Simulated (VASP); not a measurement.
# Ag: single point with PBEsol

The system is Ag.

```
CELL_PARAMETERS angstrom
2.93000 0.00000 0.00000
-1.46500 2.53745 0.00000
0.00000 0.00000 5.50850
ATOMIC_POSITIONS crystal
Ag 0.33333 0.66667 0.25000
Ag 0.66667 0.33333 0.75000
```

This cell differs from its parent crystal: strain +0.1500 x Voigt [0, 0, 1, 0, 0, 0].

```json
{
 "Program": "VASP 6.6.1",
 "Task": "single point",
 "Functional": "PBEsol",
 "Potentials or basis": "VASP PAW PBE potentials, release 64 (Ag)",
 "Cutoff": "520 eV",
 "k mesh": "18 × 18 × 10",
 "Occupations": "gaussian, width 0.15 eV",
 "Spin": "no spin polarisation",
 "Dipole correction": "no",
 "Further INCAR settings": "ALGO = Fast; EDIFF = 1e-07; NBANDS = 18"
}
```

| Property | Result |
| --- | --- |
| Pressure | -12.0 GPa |
| Band gap on the k mesh | zero (band 11 reaches 10.22 eV, above the bottom of band 12 at 2.80 eV) |

Stress tensor (GPa, compression positive):
```
-10.43   0.00   0.00
  0.00 -10.43   0.00
  0.00   0.00 -15.18
```

Levels at points of the mesh, in eV from the Fermi level:
```
           k point  band 7  band 8  band 9  band 10  band 11  band 12  band 13  band 14  band 15  band 16
(0.00, 0.00, 0.00)   -4.13   -3.39   -3.39    -2.98    -2.98    -0.72     1.08    13.39    16.06    17.45
(0.50, 0.00, 0.00)   -3.29   -3.02   -2.64    -2.60     0.52     1.67     5.36     6.04     7.17     8.70
(0.00, 0.00, 0.50)   -4.10   -4.10   -3.16    -3.16    -3.16    -3.16     7.19     7.19    16.37    16.37
(0.50, 0.00, 0.50)   -3.06   -3.06   -2.62    -2.62     1.09     1.09     3.99     3.99    11.15    11.15
```

It took 71 s on 1 thread of AMD EPYC 9R45 96-Core Processor (Zen 5), with other jobs on the host, peak memory 0.23 GiB.

Caveat: the cell differs from its parent crystal (strain +0.1500 x Voigt [0, 0, 1, 0, 0, 0]); the PAW data sets were made with another functional, which shifts forces and pressure a little.
